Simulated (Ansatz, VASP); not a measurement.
**One calculation of TiAl3, two programs**

The input INCAR:

```
SYSTEM = TiAl3
PREC = Accurate ; ENCUT = 520
EDIFF = 1E-6 ; ISMEAR = 0
SIGMA = 0.15 ; LREAL = .False.
LASPH = .True. ; NELM = 60
ALGO = Fast ; ISIF = 2
LWAVE = .False. ; LCHARG = .False.
GGA = PS ; NBANDS = 18
```

The input KPOINTS:

```
Automatic mesh
0
Gamma
  18 18 18
  0 0 0
```

The input POSCAR:

```
TiAl3
1.0
   -1.9077740733      1.9268518140      4.2769968076
    1.9077740733     -1.9268518140      4.2769968076
    1.9077740733      1.9268518140     -4.2769968076
Ti Al
1 3
Direct
    0.0000000000      0.0000000000      0.0000000000
    0.5000000000      0.5000000000      0.0000000000
    0.7500000000      0.2500000000      0.5000000000
    0.2500000000      0.7500000000      0.5000000000
```

Input for Ansatz:

```yaml
crystal:
  lattice:
    - [-1.9077740733, 1.926851814, 4.2769968076]
    - [1.9077740733, -1.926851814, 4.2769968076]
    - [1.9077740733, 1.926851814, -4.2769968076]
  atoms:
    - { symbol: Ti, position: [0.0, 0.0, 0.0] }
    - { symbol: Al, position: [0.5, 0.5, 0.0] }
    - { symbol: Al, position: [0.75, 0.25, 0.5] }
    - { symbol: Al, position: [0.25, 0.75, 0.5] }
basis:
  ecutwfc: 420
kpoints:
  mp_grid: { grid: [18, 18, 18] }
hamiltonian:
  xc: pbesol
scf:
  occupations: { method: gaussian, width: 0.15 }
output:
  forces: true
  stress: true
  eigenvalues: true
```

Change from the starting cell: strain +0.0100 x Voigt [0, 1, 0, 0, 0, 0], atoms carried along.

Alike in both runs: task single point; functional PBEsol; k mesh 18 × 18 × 18; occupations gaussian, width 0.15 eV; no spin polarisation.

```csv
,VASP,Ansatz
version,VASP 6.6.1,Ansatz 0.2.0
potentials or method,"VASP PAW PBE potentials, release 64 (Ti_sv, Al), cutoff 520 eV","scalar-relativistic, plane waves, PAW"
valence electrons in the cell,21,21
```

Ansatz gave:

```
gap on the k mesh at the Fermi level (eV)                     : none
pressure (GPa)                                                : -1.1
traceless stress, the component that is largest in VASP (GPa) : -0.85
```

Question: Estimate VASP's values.

Answer: gap on the k mesh at the Fermi level (eV): none; pressure (GPa): -1.1; traceless stress, the component that is largest in VASP (GPa): -0.84.

VASP's potentials were made for PBE, not for PBEsol. A gap of «none» marks a metal or a gap that the smearing closes.
